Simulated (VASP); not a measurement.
# Cu (I4/mmm) in VASP: notebook

Cu is run at these levels: PBEsol; tasks: single point.

All numbers are computed with VASP 6.6.1; they aren't measurements. Logs are shortened: lines on timing, memory, paths and dates and some standing lists are left out, and cuts for length are marked.

### 1 The cell of the first run

It takes space group I4/mmm (No. 139, tetragonal). The conventional cell has a = 2.972 Å, b = 2.972 Å, c = 2.711 Å, α = 90.00°, β = 90.00°, γ = 90.00°. Cu (site symmetry 4/mmm) has 14 Cu at 2.50 to 2.97 Å within 3.3 Å.

### 2 Single point, PBEsol (strain +0.030 along x and y, -0.015 along z)

File INCAR:

```
SYSTEM = Cu
  PREC = Accurate
  ENCUT = 520
  EDIFF = 1E-6
  ISMEAR = 0
  SIGMA = 0.15
  LREAL = .False.
  LASPH = .True.
  NELM = 60
  ALGO = Fast
  ISIF = 2
  LWAVE = .False.
  LCHARG = .False.
  GGA = PS
  NBANDS = 12
```

File KPOINTS:

```
Automatic mesh
0
Gamma
  24 24 24
  0 0 0
```

File POSCAR:

```
Cu
1.0
   -1.4860771196      1.4860771196      1.3554402282
    1.4860771196     -1.4860771196      1.3554402282
    1.4860771196      1.4860771196     -1.3554402282
Cu
1
Direct
    0.0000000000      0.0000000000      0.0000000000
```

Potentials or basis: VASP PAW PBE potentials, release 64 (Cu).

Started as:

```bash
cat potpaw_PBE.64/Cu/POTCAR > POTCAR
mpirun -np 1 vasp_std > vasp.out
```

OUTCAR:

```text
SYSTEM = Cu
   PREC = Accurate
   ENCUT = 520
   EDIFF = 1E-6
   ISMEAR = 0
   LREAL = .False.
   LASPH = .True.
   NELM = 60
   ISIF = 2
   GGA = PS

 ion  position               nearest neighbor table
   1  0.000  0.000  0.000-

  LATTYP: Found a body centered tetragonal cell.
 ALAT       =     2.9721542392
 C/A-ratio  =     0.9120927914

  Lattice vectors:

 A1 = (  -1.4860771196,   1.4860771196,   1.3554402282)
 A2 = (   1.4860771196,  -1.4860771196,   1.3554402282)
 A3 = (   1.4860771196,   1.4860771196,  -1.3554402282)

Analysis of symmetry for initial positions (statically):
=====================================================================
 Subroutine PRICEL returns:
 Original cell was already a primitive cell.

 Routine SETGRP: Setting up the symmetry group for a
 body centered tetragonal supercell.

 Subroutine GETGRP returns: Found 16 space group operations
 (whereof 16 operations were pure point group operations)
 out of a pool of 16 trial point group operations.

The static configuration has the point symmetry D_4h.

Analysis of symmetry for dynamics (positions and initial velocities):
=====================================================================
 Subroutine PRICEL returns:
 Original cell was already a primitive cell.

 Routine SETGRP: Setting up the symmetry group for a
 body centered tetragonal supercell.

 Subroutine GETGRP returns: Found 16 space group operations
 (whereof 16 operations were pure point group operations)
 out of a pool of 16 trial point group operations.

The dynamic configuration has the point symmetry D_4h.

 Subroutine INISYM returns: Found 16 space group operations
 (whereof 16 operations are pure point group operations),
 and found     1 'primitive' translations

----------------------------------------------------------------------------------------

                                     Primitive cell

  volume of cell :      11.9736

  direct lattice vectors                    reciprocal lattice vectors
    -1.486077120  1.486077120  1.355440228     0.000000000  0.336456294  0.368883843
     1.486077120 -1.486077120  1.355440228     0.336456294  0.000000000  0.368883843
     1.486077120  1.486077120 -1.355440228     0.336456294  0.336456294  0.000000000

  length of vectors
     2.500813592  2.500813592  2.500813592     0.499277605  0.499277605  0.475821054

  position of ions in fractional coordinates (direct lattice)
     0.000000000  0.000000000  0.000000000

  ion indices of the primitive-cell ions
   primitive index   ion index
[... 82 lines left out ...]
   TEBEG  =    0.0;   TEEND  =   0.0 temperature during run
   PSTRESS=    0.0 pullay stress
   NELECT =      11.0000    total number of electrons
   NUPDOWN=      -1.0000    fix difference up-down
   EMIN   =  10.00;   EMAX   =-10.00  energy-range for DOS
   EFERMI =   0.00;   METHOD = LEGACY
   ISMEAR =     0;   SIGMA  =   0.15  broadening in eV -4-tet -1-fermi 0-gaus
   EFERMI_NEDOS =   21; number of points for ismear=-14 and -15
   IALGO  =     68    algorithm
   IMIX   =      4    mixing-type and parameters
     AMIX     =   0.40;   BMIX     =  1.00
     AMIX_MAG =   1.60;   BMIX_MAG =  1.00
  volume/ion in A,a.u.               =      11.97        80.80
  Fermi-wavevector in a.u.,A,eV,Ry     =   1.591468  3.007439 34.460454  2.532772
  Thomas-Fermi vector in A             =   2.690004
   LORBIT       =      0    0 simple, 1 ext, 2 COOP (PROOUT), +10 PAW based schemes
   GGA     = PS    functional components
   LHFCALC =     F    Hartree Fock is set to
   AEXX    =    0.0000 exact exchange contribution
   IVDW    =     0    specifies the selected vdW correction
   LEPSILON=     F    determine dielectric tensor
   LRPA    =     F    only Hartree local field effects (RPA)
 non-spin polarized calculation
 RMM-DIIS sequential band-by-band and
 Gauss-broadening in eV      SIGMA  =   0.15
  energy-cutoff  :      520.00
  volume of cell :       11.97
 maximum number of plane-waves:       341
   NGX =  9   NGY =  9   NGZ =  9

 number of electron      10.9999990 magnetization

 Free energy of the ion-electron system (eV)
  ---------------------------------------------------
  ext. energy  EPLUGINS =         0.00000000
  ---------------------------------------------------
  free energy    TOTEN  =        -4.25930065 eV

  energy without entropy =       -4.25479465  energy(sigma->0) =       -4.25704765

 E-fermi :   7.2274     XC(G=0): -12.8279

 val. band max:        7.2198321384   @ k =   0.3750   0.0833   0.0417
 cond. band min:       7.2279743601   @ k =   0.5000   0.2083   0.0833
 fundamental gap:      0.0081422216
 Fermi energy:         7.2273616114

 k-point     1 :       0.0000    0.0000    0.0000
  band No.  band energies     occupation
      1      -2.0467      2.00000
      2       3.9492      2.00000
      3       4.3180      2.00000
      4       4.3180      2.00000
      5       4.9365      2.00000
      6       5.3303      2.00000
      7      30.9529      0.00000
      8      30.9529      0.00000
      9      33.6748      0.00000
     10      34.7428      0.00000
     11      35.0023      0.00000
     12      35.2763      0.00000
[... 331 lines left out ...]
 k-point    24 :       0.4583    0.0417   -0.0000
  band No.  band energies     occupation
      1       2.3228      2.00000
      2       3.3536      2.00000
      3       5.0945      2.00000
      4       5.4193      2.00000
      5       5.7572      2.00000
      6       7.0397      1.92311
      7      11.9970      0.00000
      8      23.1650      0.00000
      9      23.8074      0.00000
     10      28.1802      0.00000
     11      30.9593      0.00000
     12      39.5218      0.00000

 [... further k-points ...]

------------------------ aborting loop because EDIFF is reached ----------------------------------------

  FORCE on cell =-STRESS in cart. coord.  units (eV):
  Direction    XX          YY          ZZ          XY          YZ          ZX
  --------------------------------------------------------------------------------------
  -------------------------------------------------------------------------------------
  Total       -0.5211826     -0.5211826     -0.4878244      0.0000000      0.0000000      0.0000000
  in kB      -69.7392794    -69.7392794    -65.2756277      0.0000000      0.0000000      0.0000000
  external PRESSURE =     -68.2513955 kB  Pullay stress =       0.0000000 kB

 VOLUME and BASIS-vectors are now :
 -----------------------------------------------------------------------------
  energy-cutoff  :      520.00
  volume of cell :       11.97
      direct lattice vectors                 reciprocal lattice vectors
    -1.486077120  1.486077120  1.355440228     0.000000000  0.336456294  0.368883843
     1.486077120 -1.486077120  1.355440228     0.336456294  0.000000000  0.368883843
     1.486077120  1.486077120 -1.355440228     0.336456294  0.336456294  0.000000000

 POSITION                                       TOTAL-FORCE (eV/Angst)
 -----------------------------------------------------------------------------------
      0.00000      0.00000      0.00000        -0.000000      0.000000      0.000000
 -----------------------------------------------------------------------------------
    total drift:                                0.000000     -0.000000      0.000000

  FREE ENERGIE OF THE ION-ELECTRON SYSTEM (eV)
  ---------------------------------------------------
  free  energy   TOTEN  =        -4.2593006499 eV

  energy  without entropy=       -4.2547946455  energy(sigma->0) =       -4.25704765
```

stdout:

```text
POSCAR found type information on POSCAR Cu
 POSCAR found :  1 types and       1 ions
 scaLAPACK will be used
 -----------------------------------------------------------------------------
|                                                                             |
|                                                                             |
|     You enforced a specific xc type in the INCAR file but a different       |
|     I HOPE YOU KNOW WHAT YOU ARE DOING!                                     |
|                                                                             |
 -----------------------------------------------------------------------------

 LDA part: xc-table for (Slater+PW92), standard interpolation
 POSCAR, INCAR and KPOINTS ok, starting setup
 FFT: planning ... GRIDC
 FFT: planning ... GRID_SOFT
 FFT: planning ... GRID
 WAVECAR not read
 entering main loop
WARNING in EDDRMM: call to ZHEGV failed, returncode =   6  3      8
WARNING in EDDRMM: call to ZHEGV failed, returncode =   6  3      8
WARNING in EDDRMM: call to ZHEGV failed, returncode =   6  3     10
WARNING in EDDRMM: call to ZHEGV failed, returncode =   6  3     10
```

It took 91 s on 1 thread of AMD EPYC 9R45 (Zen 5), shared host; peak memory 0.22 GiB.

What came out:

| Item | Value |
| --- | --- |
| Free energy | -4.2593 eV |
| Pressure | -6.8 GPa |

Stress tensor (GPa, compression positive):
```
-6.97  0.00  0.00
 0.00 -6.97  0.00
 0.00  0.00 -6.53
```

Caveat: the cell differs from its parent crystal (strain +0.030 along x and y, -0.015 along z); the PAW data sets were made with another functional, which shifts forces and pressure a little.

### 3 Single point, PBEsol (strain +0.030 along x and y, +0.000 along z)

File INCAR:

```
SYSTEM = Cu
ALGO = Fast
EDIFF = 1E-6
ENCUT = 520
GGA = PS
ISIF = 2
ISMEAR = 0
LASPH = .True.
LCHARG = .True.
LELF = .True.
LREAL = .False.
LVHAR = .True.
LWAVE = .False.
NBANDS = 12
NELM = 80
PREC = Accurate
SIGMA = 0.15
```

File KPOINTS:

```
k-points
0
Gamma
  24 24 24
  0 0 0
```

File POSCAR:

```
Cu
1.0
   -1.4860771196      1.4860771196      1.3760814500
    1.4860771196     -1.4860771196      1.3760814500
    1.4860771196      1.4860771196     -1.3760814500
Cu
1
Direct
    0.0000000000      0.0000000000      0.0000000000
```

Potentials or basis: VASP PAW PBE potentials, release 64 (Cu).

Started as:

```bash
cat potpaw_PBE.64/Cu/POTCAR > POTCAR
mpirun -np 1 vasp_std > vasp.out
```

OUTCAR:

```text
SYSTEM = Cu
   EDIFF = 1E-6
   ENCUT = 520
   GGA = PS
   ISIF = 2
   ISMEAR = 0
   LASPH = .True.
   LREAL = .False.
   NELM = 80
   PREC = Accurate

 ion  position               nearest neighbor table
   1  0.000  0.000  0.000-

  LATTYP: Found a body centered tetragonal cell.
 ALAT       =     2.9721542392
 C/A-ratio  =     0.9259825293

  Lattice vectors:

 A1 = (  -1.4860771196,   1.4860771196,   1.3760814500)
 A2 = (   1.4860771196,  -1.4860771196,   1.3760814500)
 A3 = (   1.4860771196,   1.4860771196,  -1.3760814500)

Analysis of symmetry for initial positions (statically):
=====================================================================
 Subroutine PRICEL returns:
 Original cell was already a primitive cell.

 Routine SETGRP: Setting up the symmetry group for a
 body centered tetragonal supercell.

 Subroutine GETGRP returns: Found 16 space group operations
 (whereof 16 operations were pure point group operations)
 out of a pool of 16 trial point group operations.

The static configuration has the point symmetry D_4h.

Analysis of symmetry for dynamics (positions and initial velocities):
[... 161 lines left out ...]
 cond. band min:       7.0426415854   @ k =   0.5000   0.2083   0.0833
 fundamental gap:      0.0015210541
 Fermi energy:         7.0420622245

 k-point     1 :       0.0000    0.0000    0.0000
  band No.  band energies     occupation
      1      -2.1153      2.00000
      2       3.8530      2.00000
      3       4.1516      2.00000
      4       4.1516      2.00000
      5       4.8298      2.00000
      6       5.1471      2.00000
      7      30.8625      0.00000
      8      30.8625      0.00000
      9      33.0538      0.00000
     10      34.6660      0.00000
     11      34.6962      0.00000
     12      34.7518      0.00000
[... 331 lines left out ...]
 k-point    24 :       0.4583    0.0417    0.0000
  band No.  band energies     occupation
      1       2.2197      2.00000
      2       3.2557      2.00000
      3       4.9470      2.00000
      4       5.2216      2.00000
      5       5.5859      2.00000
      6       6.8404      1.94269
      7      11.6650      0.00000
      8      22.9333      0.00000
      9      23.5902      0.00000
     10      27.9226      0.00000
     11      30.6319      0.00000
     12      39.2804      0.00000

 [... further k-points ...]
[... 5 lines left out ...]
  --------------------------------------------------------------------------------------
  -------------------------------------------------------------------------------------
  Total       -0.6605478     -0.6605478     -0.6587803      0.0000000     -0.0000000     -0.0000000
  in kB      -87.0618757    -87.0618757    -86.8289150      0.0000000     -0.0000000     -0.0000000
  external PRESSURE =     -86.9842221 kB  Pullay stress =       0.0000000 kB

 VOLUME and BASIS-vectors are now :
 -----------------------------------------------------------------------------
  energy-cutoff  :      520.00
  volume of cell :       12.16
      direct lattice vectors                 reciprocal lattice vectors
    -1.486077120  1.486077120  1.376081450     0.000000000  0.336456294  0.363350585
     1.486077120 -1.486077120  1.376081450     0.336456294  0.000000000  0.363350585
     1.486077120  1.486077120 -1.376081450     0.336456294  0.336456294  0.000000000

 POSITION                                       TOTAL-FORCE (eV/Angst)
 -----------------------------------------------------------------------------------
      0.00000      0.00000      0.00000        -0.000000      0.000000      0.000000
 -----------------------------------------------------------------------------------
    total drift:                               -0.000000     -0.000000      0.000000

  FREE ENERGIE OF THE ION-ELECTRON SYSTEM (eV)
  ---------------------------------------------------
  free  energy   TOTEN  =        -4.2507605324 eV

  energy  without entropy=       -4.2462570388  energy(sigma->0) =       -4.24850879
```

Wall time 96 s (1 thread of AMD EPYC 9R45 (Zen 5), shared host); peak memory 0.22 GiB.

What came out:

```
Free energy : -4.2508 eV
Pressure    : -8.7 GPa
```

Levels at points of the mesh, in eV from the Fermi level:
```
           k point  band 3  band 4  band 5  band 6  band 7  band 8  band 9  band 10
(0.00, 0.00, 0.00)   -2.89   -2.89   -2.21   -1.89   23.82   23.82   26.01    27.62
(0.50, 0.00, 0.00)   -2.07   -1.78   -1.33   -0.33    4.49   16.48   16.62    20.42
(0.50, 0.50, 0.00)   -2.29   -2.00   -1.37   -0.90    3.66   18.65   18.70    22.28
(0.50, 0.50, 0.50)   -1.52   -1.52   -1.44    7.12    7.12   10.02   12.65    13.21
```

Caveat: the cell differs from its parent crystal (strain +0.030 along x and y, +0.000 along z); the PAW data sets were made with another functional, which shifts forces and pressure a little.

### 4 Single point, PBEsol (strain +0.000 along x and y, -0.030 along z)

File INCAR:

```
SYSTEM = Cu
PREC = Accurate
ENCUT = 520
EDIFF = 1E-6
ISMEAR = 0
SIGMA = 0.15
LREAL = .FALSE.
LASPH = .TRUE.
NELM = 100
ALGO = Fast
ISIF = 2
LWAVE = .FALSE.
LCHARG = .FALSE.
GGA = PS
NBANDS = 12
```

File KPOINTS:

```
regular mesh
0
G
  24 24 24
  0 0 0
```

File POSCAR:

```
Cu
1.0
   -1.4427933200      1.4427933200      1.3347990065
    1.4427933200     -1.4427933200      1.3347990065
    1.4427933200      1.4427933200     -1.3347990065
Cu
1
Direct
    0.0000000000      0.0000000000      0.0000000000
```

Started as:

```bash
cat potpaw_PBE.64/Cu/POTCAR > POTCAR
mpirun -np 1 vasp_std > vasp.out
```

Run time: 49 s. Hardware: 1 thread of Intel Xeon 6975P-C (Granite Rapids), shared host; peak memory 0.24 GiB.

It converged, with:

* Free energy: -4.2672 eV
* Pressure: 4.9 GPa

Stress tensor (GPa, compression positive):
```
4.69 0.00 0.00
0.00 4.69 0.00
0.00 0.00 5.32
```

Levels at points of the mesh, in eV from the Fermi level:
| k point | band 4 | band 5 | band 6 | band 7 | band 8 | band 9 |
| --- | --- | --- | --- | --- | --- | --- |
| (0.00, 0.00, 0.00) | -3.17 | -2.41 | -2.04 | 24.73 | 24.73 | 26.96 |
| (0.50, 0.00, 0.00) | -1.91 | -1.39 | -0.55 | 4.99 | 17.34 | 17.53 |
| (0.50, 0.50, 0.00) | -2.16 | -1.43 | -1.18 | 4.10 | 19.42 | 19.96 |
| (0.50, 0.50, 0.50) | -1.61 | -1.52 | 7.43 | 7.43 | 10.56 | 13.27 |

Caveat: the cell differs from its parent crystal (strain +0.000 along x and y, -0.030 along z); the PAW data sets were made with another functional, which shifts forces and pressure a little.

### 5 Single point, PBEsol (strain +0.000 along x and y, -0.030 along z)

File INCAR:

```
SYSTEM = Cu
PREC = Accurate
ENCUT = 700
EDIFF = 1E-6
ISMEAR = 0
SIGMA = 0.15
LREAL = .FALSE.
LASPH = .TRUE.
NELM = 120
ALGO = Normal
ISIF = 2
LWAVE = .FALSE.
LCHARG = .FALSE.
GGA = PS
NBANDS = 16
GGA_COMPAT = .FALSE.
```

KPOINTS is that of step 4.

POSCAR is that of step 4.

Potentials or basis: VASP PAW PBE potentials, release 64 (Cu_sv_GW).

Started as:

```bash
cat potpaw_PBE.64/Cu_sv_GW/POTCAR > POTCAR
mpirun -np 1 vasp_std > vasp.out
```

It took 89 s on 1 thread of Intel Xeon 6975P-C (Granite Rapids), shared host; peak memory 0.45 GiB.

The run converged. Its results:

```yaml
Free_energy: -4.3464 eV
Pressure: -0.3 GPa
```

Stress tensor (GPa, compression positive):
```
-0.45  0.00  0.00
 0.00 -0.45  0.00
 0.00  0.00  0.15
```

Levels at points of the mesh, in eV from the Fermi level:
```
           k point  band 8  band 9  band 10  band 11  band 12  band 13
(0.00, 0.00, 0.00)   -3.16   -2.38    -2.00    24.72    24.72    26.97
(0.50, 0.00, 0.00)   -1.87   -1.35    -0.61     4.98    17.30    17.48
(0.50, 0.50, 0.00)   -2.13   -1.39    -1.24     4.09    19.39    19.90
(0.50, 0.50, 0.50)   -1.56   -1.48     7.37     7.37    10.50    13.28
```

Caveat: the cell differs from its parent crystal (strain +0.000 along x and y, -0.030 along z); the PAW data sets were made with another functional, which shifts forces and pressure a little.

### 6 The runs side by side

```tsv
potentials or basis	cell	cutoff (eV)	second run	gap on the mesh (eV)	pressure (GPa)
VASP PAW PBE potentials, release 64 (Cu)	a = 2.501 Å, angles 107.1, 107.1, 114.4°, 1 atom	520	-	none	-6.8
VASP PAW PBE potentials, release 64 (Cu)	a = 2.512 Å, angles 107.5, 107.5, 113.6°, 1 atom	520	-	none	-8.7
VASP PAW PBE potentials, release 64 (Cu)	a = 2.438 Å, angles 107.4, 107.4, 113.6°, 1 atom	520	-	none	4.9
VASP PAW PBE potentials, release 64 (Cu_sv_GW)	a = 2.438 Å, angles 107.4, 107.4, 113.6°, 1 atom	700	valence_matched	none	-0.3
```

Alike in all rows: task single point; level PBEsol; no spin polarisation; k mesh 24 × 24 × 24; smearing gaussian 0.15 eV.

Caveats: the PAW data sets were made with another functional, which shifts forces and pressure a little.

Absolute energies hang on the potentials; compare differences alone.
